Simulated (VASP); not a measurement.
Write the native input for VASP 6.6.1 that does the following.

```yaml
Task: relaxation of cell and atoms
Functional: PBE
Potentials_or_basis: VASP PAW PBE potentials, release 64 (Co)
Cutoff: 600 eV
k_mesh: 17 × 17 × 17
Occupations: fermi-dirac, width 0.05 eV
Spin: collinear spin, ferromagnetic start
Starting_moments: "[1.7] μB"
Dipole_correction: no
Further_INCAR_settings: ALGO = Normal; EDIFF = 1e-06; IBRION = 2; EDIFFG = -0.005; NSW = 60; ISIF = 3
```

The structure of Co lies in POSCAR:

```
Co
1.0
    2.2709335238      0.0000000000      0.0000000000
    0.0000000000      2.2709335238      0.0000000000
    0.0000000000      0.0000000000      2.2709335238
Co
1
Direct
    0.0000000000      0.0000000000      0.0000000000
```

These files were run (other wordings do the same):

INCAR

```
SYSTEM = Co
PREC = Accurate
ENCUT = 600
EDIFF = 1E-6
ISMEAR = -1
SIGMA = 0.05
LREAL = .False.
LASPH = .True.
NELM = 150
ALGO = Normal
ISIF = 3
LWAVE = .False.
LCHARG = .False.
ISPIN = 2
MAGMOM = 1.7
LORBIT = 11
LMAXMIX = 4
GGA = PE
IBRION = 2
NSW = 60
EDIFFG = -0.005
```

KPOINTS

```
Automatic mesh
0
Gamma
  17 17 17
  0 0 0
```

Potentials or basis: VASP PAW PBE potentials, release 64 (Co).

Launch:

```console
$ cat potpaw_PBE.64/Co/POTCAR > POTCAR
$ mpirun -np 1 vasp_std > vasp.out
```

It gave:

| Item | Value |
| --- | --- |
| Relaxed volume | 12.74 Å³/atom |
| Relaxed cell | a = 2.336 Å, b = 2.336 Å, c = 2.336 Å, α = 90.00°, β = 90.00°, γ = 90.00° |
| Space group after relaxing (to 0.05 Å) | Pm-3m (No. 221) |
| Energy gained by relaxing | 39.9 meV/atom |
| Ionic steps | 6 |
| Pressure after relaxing | 0.0 GPa |
| Net moment | 1.87 μB per cell |
| Site moments | Co +1.87 μB |
| Valence electrons inside the program's atomic spheres | Co 8.17 |

It took 53 s on 1 thread of Intel(R) Xeon(R) 6975P-C (Granite Rapids), on a shared host, peak memory 0.16 GiB.
